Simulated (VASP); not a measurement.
# Au (P6_3/mmc) in VASP: a series of runs, part 3 of 3

VASP 6.6.1.

### 4 Electric field gradients, PBEsol (volume scaled by 0.9405)

INCAR

```
SYSTEM = Au
PREC     = Accurate       ! precision mode
ENCUT    = 520            ! plane-wave cutoff, eV
EDIFF    = 1E-8           ! SCF threshold, eV
ISMEAR   = -1             ! smearing method
SIGMA    = 0.03           ! smearing width, eV
LREAL    = .False.        ! projectors in reciprocal space
LASPH    = .True.         ! aspherical terms in the spheres
NELM     = 60             ! most SCF steps
ALGO     = Normal         ! electronic algorithm
ISIF     = 2              ! what is computed and relaxed
LWAVE    = .False.        ! write WAVECAR
LCHARG   = .False.        ! write CHGCAR
GGA      = PS             ! functional
LEFG     = .True.       
NBANDS   = 18             ! bands
```

KPOINTS

```
regular mesh
0
Gamma
  14 14 8
  0 0 0
```

POSCAR

```
Au
1.0
    2.8413017565      0.0000000000      0.0000000000
   -1.4206508782      2.4606395010      0.0000000000
    0.0000000000      0.0000000000      4.7812276454
Au
2
Direct
    0.3333333333      0.6666666667      0.7500000000
    0.6666666667      0.3333333333      0.2500000000
```

Potentials or basis: VASP PAW PBE potentials, release 64 (Au).

Started as:

```sh
$ cat potpaw_PBE.64/Au/POTCAR > POTCAR
$ mpirun -np 1 vasp_std > vasp.out
```

OUTCAR:

```text
SYSTEM = Au
   PREC = Accurate
   ENCUT = 520
   EDIFF = 1E-8
   ISMEAR = -1
   LREAL = .False.
   LASPH = .True.
   NELM = 60
   ISIF = 2
   GGA = PS

 ion  position               nearest neighbor table
   1  0.333  0.667  0.750-   2 2.90   2 2.90   2 2.90   2 2.90   2 2.90   2 2.90
   2  0.667  0.333  0.250-   1 2.90   1 2.90   1 2.90   1 2.90   1 2.90   1 2.90

  LATTYP: Found a hexagonal cell.
 ALAT       =     2.8413017565
 C/A-ratio  =     1.6827595430

  Lattice vectors:

 A1 = (   2.8413017565,   0.0000000000,   0.0000000000)
 A2 = (  -1.4206508782,   2.4606395010,   0.0000000000)
 A3 = (   0.0000000000,   0.0000000000,   4.7812276454)

Analysis of symmetry for initial positions (statically):
=====================================================================
 Subroutine PRICEL returns:
 Original cell was already a primitive cell.

 Routine SETGRP: Setting up the symmetry group for a
 hexagonal supercell.

 Subroutine GETGRP returns: Found 24 space group operations
 (whereof 12 operations were pure point group operations)
 out of a pool of 24 trial point group operations.

The static configuration has the point symmetry D_3d.
 The point group associated with its full space group is D_6h.

Analysis of symmetry for dynamics (positions and initial velocities):
=====================================================================
 Subroutine PRICEL returns:
 Original cell was already a primitive cell.

 Routine SETGRP: Setting up the symmetry group for a
 hexagonal supercell.

 Subroutine GETGRP returns: Found 24 space group operations
 (whereof 12 operations were pure point group operations)
[... 154 lines left out ...]
 cond. band min:       9.5933147213   @ k =   0.1429   0.0000   0.1250
 fundamental gap:      0.0677641177
 Fermi energy:         9.5869489582

 k-point     1 :       0.0000    0.0000    0.0000
  band No.  band energies     occupation
      1      -0.5253      2.00000
      2       1.9901      2.00000
      3       4.6157      2.00000
      4       4.9206      2.00000
      5       4.9206      2.00000
      6       5.2443      2.00000
[... 481 lines left out ...]
      5       4.7056      2.00000
      6       4.8399      2.00000
[... 10 lines left out ...]
     17      20.8641      0.00000
     18      21.0550      0.00000

 [... further k-points ...]
[... 5 lines left out ...]
  --------------------------------------------------------------------------------------
  -------------------------------------------------------------------------------------
  Total        0.7329502      0.7329502      0.4895916      0.0000000      0.0000000      0.0000000
  in kB       35.1301704     35.1301704     23.4660361      0.0000000      0.0000000      0.0000000
  external PRESSURE =      31.2421257 kB  Pullay stress =       0.0000000 kB

 VOLUME and BASIS-vectors are now :
 -----------------------------------------------------------------------------
  energy-cutoff  :      520.00
  volume of cell :       33.43
      direct lattice vectors                 reciprocal lattice vectors
     2.841301757  0.000000000  0.000000000     0.351951354  0.203199209  0.000000000
    -1.420650878  2.460639501  0.000000000     0.000000000  0.406398418  0.000000000
     0.000000000  0.000000000  4.781227645     0.000000000  0.000000000  0.209151305

 POSITION                                       TOTAL-FORCE (eV/Angst)
 -----------------------------------------------------------------------------------
     -0.00000      1.64043      3.58592         0.000000      0.000000      0.000000
      1.42065      0.82021      1.19531        -0.000000     -0.000000      0.000000
 -----------------------------------------------------------------------------------
    total drift:                               -0.000000      0.000000     -0.000000

  FREE ENERGIE OF THE ION-ELECTRON SYSTEM (eV)
  ---------------------------------------------------
  free  energy   TOTEN  =        -7.8175048218 eV

  energy  without entropy=       -7.8137876672  energy(sigma->0) =       -7.81564624

 Electric field gradients (V/A^2)
---------------------------------------------------------------------
 ion       V_xx      V_yy      V_zz      V_xy      V_xz      V_yz
---------------------------------------------------------------------
   1     -15.465   -15.466    30.931    -0.000     0.000    -0.000
   2     -15.465   -15.466    30.931    -0.000    -0.000     0.000
---------------------------------------------------------------------

 Electric field gradients after diagonalization (V/A^2)
 (convention: |V_zz| > |V_xx| > |V_yy|)
----------------------------------------------------------------------
 ion       V_xx      V_yy      V_zz     asymmetry (V_yy - V_xx)/ V_zz
----------------------------------------------------------------------
   1     -15.466   -15.465    30.931       0.000
   2     -15.466   -15.465    30.931       0.000
----------------------------------------------------------------------

           NMR quadrupolar parameters

 Cq : quadrupolar parameter    Cq=e*Q*V_zz/h
 eta: asymmetry parameters     (V_yy - V_xx)/ V_zz
 Q  : nuclear electric quadrupole moment in mb (millibarn)
----------------------------------------------------------------------
 ion       Cq(MHz)       eta       Q (mb)
----------------------------------------------------------------------
   1       0.075       0.000       1.000
   2       0.075       0.000       1.000
----------------------------------------------------------------------
```

OSZICAR:

```text
N       E                     dE             d eps       ncg     rms          rms(c)
DAV:   1     0.123429502905E+03    0.12343E+03   -0.11807E+04  4320   0.119E+03
DAV:   2    -0.638441112692E+01   -0.12981E+03   -0.12402E+03  4586   0.264E+02
DAV:   3    -0.849869460620E+01   -0.21143E+01   -0.21014E+01  5084   0.341E+01
DAV:   4    -0.850760199386E+01   -0.89074E-02   -0.89064E-02  4748   0.231E+00
DAV:   5    -0.850768027643E+01   -0.78283E-04   -0.78281E-04  4874   0.230E-01    0.144E+01
DAV:   6    -0.787188716972E+01    0.63579E+00   -0.11438E+00  4442   0.989E+00    0.884E+00
DAV:   7    -0.782392351292E+01    0.47964E-01   -0.13427E-01  4800   0.335E+00    0.352E+00
DAV:   8    -0.781755281721E+01    0.63707E-02   -0.14045E-02  4482   0.103E+00    0.488E-01
DAV:   9    -0.781749640151E+01    0.56416E-04   -0.90393E-05  4756   0.859E-02    0.238E-02
DAV:  10    -0.781750453181E+01   -0.81303E-05   -0.26680E-06  4864   0.145E-02    0.361E-03
DAV:  11    -0.781750483694E+01   -0.30513E-06   -0.25870E-07  4856   0.403E-03    0.120E-03
DAV:  12    -0.781750485117E+01   -0.14233E-07   -0.27599E-09  2794   0.454E-04    0.285E-04
DAV:  13    -0.781750482309E+01    0.28082E-07   -0.26926E-10  2288   0.134E-04    0.332E-05
DAV:  14    -0.781750482176E+01    0.13256E-08   -0.37425E-11  2254   0.434E-05
   1 F= -.78175048E+01 E0= -.78156462E+01  d E =-.371715E-02
```

stdout:

```text
POSCAR found type information on POSCAR Au
 POSCAR found :  1 types and       2 ions
 scaLAPACK will be used
 -----------------------------------------------------------------------------
|                                                                             |
|                                                                             |
|     You enforced a specific xc type in the INCAR file but a different       |
|     I HOPE YOU KNOW WHAT YOU ARE DOING!                                     |
|                                                                             |
 -----------------------------------------------------------------------------

 LDA part: xc-table for (Slater+PW92), standard interpolation
 POSCAR, INCAR and KPOINTS ok, starting setup
 FFT: planning ... GRIDC
 FFT: planning ... GRID_SOFT
 FFT: planning ... GRID
 WAVECAR not read
 entering main loop
ion   1

ion   2
```

Run time: 26 s. Hardware: 1 thread of Intel Xeon Platinum 8488C (Sapphire Rapids), shared host; peak memory 0.19 GiB.

Results:

```
Free energy            : -7.8175 eV
Pressure               : 3.1 GPa
Band gap on the k mesh : zero (band 11 reaches 13.57 eV, above the bottom of band 12 at 6.92 eV)
```

Stress tensor (GPa, compression positive):
```
3.51 0.00 0.00
0.00 3.51 0.00
0.00 0.00 2.35
```

Levels at points of the mesh, in eV from the Fermi level:
```csv
k point,band 7,band 8,band 9,band 10,band 11,band 12,band 13,band 14,band 15,band 16
"(0.00, 0.00, 0.00)",-4.34,-3.60,-3.60,-2.19,-2.19,-1.31,2.75,14.57,15.67,16.79
"(0.50, 0.00, 0.00)",-3.82,-1.94,-1.84,-1.66,0.37,1.64,5.77,7.32,7.48,10.40
"(0.00, 0.00, 0.50)",-4.70,-4.70,-2.66,-2.66,-2.66,-2.66,10.69,10.69,14.88,14.88
"(0.50, 0.00, 0.50)",-2.46,-2.46,-1.73,-1.73,0.38,0.38,4.09,4.09,13.26,13.26
```

Electric field gradients, principal values (V/Å²):
```
atom    least   middle  greatest (by size)
1 Au  -15.465  -15.466              30.931
2 Au  -15.465  -15.466              30.931
```

Caveat: without QUAD_EFG the Cq values of the log hold for a quadrupole moment of 1 mb, not for the nuclei; the PAW data sets were made with another functional, which shifts forces and pressure a little; spin-orbit coupling is left out, which moves the levels of the heavy elements.

### 5 The runs side by side

| task | cell | k mesh for the DOS | occupations for the DOS | gap on the mesh (eV) | pressure (GPa) |
| --- | --- | --- | --- | --- | --- |
| electric field gradients | a = 2.957, b = 2.957, c = 4.976 Å, angles 90.0, 90.0, 120.0°, 2 atoms | - | - | none | -13.0 |
| density of states | a = 2.900, b = 2.900, c = 4.880 Å, angles 90.0, 90.0, 120.0°, 2 atoms | 21 × 21 × 12 | tetrahedron | - | - |
| electric field gradients | a = 2.841, b = 2.841, c = 4.781 Å, angles 90.0, 90.0, 120.0°, 2 atoms | - | - | none | 3.1 |

Alike in all rows: level PBEsol; potentials or basis VASP PAW PBE potentials, release 64 (Au); no spin polarisation; k mesh 14 × 14 × 8; cutoff (eV) 520; smearing fermi-dirac 0.03 eV.

Caveats: the PAW data sets were made with another functional, which shifts forces and pressure a little; spin-orbit coupling is left out, which moves the levels of the heavy elements.

Absolute energies hang on the potentials; compare differences alone.
